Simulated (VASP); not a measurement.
Here is a VASP 6.6.1 calculation.

File INCAR:

```
SYSTEM = Y2CdO4
PREC = Accurate
ENCUT = 600
EDIFF = 1E-6
ISMEAR = -1
SIGMA = 0.05
LREAL = .False.
LASPH = .True.
NELM = 120
ALGO = Normal
ISIF = 2
LWAVE = .False.
LCHARG = .True.
GGA = PS
LELF = .True.
LVHAR = .True.
NBANDS = 42
GGA_COMPAT = .False.
```

The input KPOINTS:

```
Automatic mesh
0
Gamma
  4 4 6
  0 0 0
```

POSCAR

```
Y2CdO4
1.0
    5.4042503937      0.0901438843     -0.0004753324
    0.0877224201      5.6668423008      0.0038472017
    0.0002873276     -0.0013767098      3.3803785037
Y Cd O
2 1 4
Direct
    0.4951695319     -0.0065112738      0.7003356309
   -0.0047563322      0.4935650494      0.2003619263
   -0.0048294615     -0.0064062773      0.2002904098
    0.1526884460      0.7246890669     -0.2996715269
    0.3162985487      0.2021430510      0.2002716986
    0.6741703549      0.7849063628      0.2004157273
    0.8378031885      0.2624297741     -0.2996400828
```

Potentials or basis: VASP PAW PBE potentials, release 64 (Y_sv, Cd_sv_GW, O).

Run with:

```console
$ cat potpaw_PBE.64/Y_sv/POTCAR potpaw_PBE.64/Cd_sv_GW/POTCAR potpaw_PBE.64/O/POTCAR > POTCAR
$ mpirun -np 1 vasp_std > vasp.out
```

Predict the band gap on the k mesh.

2.56 eV.

Predict the pressure.

-0.3 GPa.

Forces on the atoms (eV/Å):
```
Y    0.001  0.000  0.000
Y    0.000  0.000  0.000
Cd   0.000  0.000  0.000
O   -0.004  0.000  0.000
O    0.010  0.012  0.000
O   -0.010 -0.012  0.000
O    0.004  0.000  0.000
```

Caveat: the PAW data sets were made with another functional, which shifts forces and pressure a little.
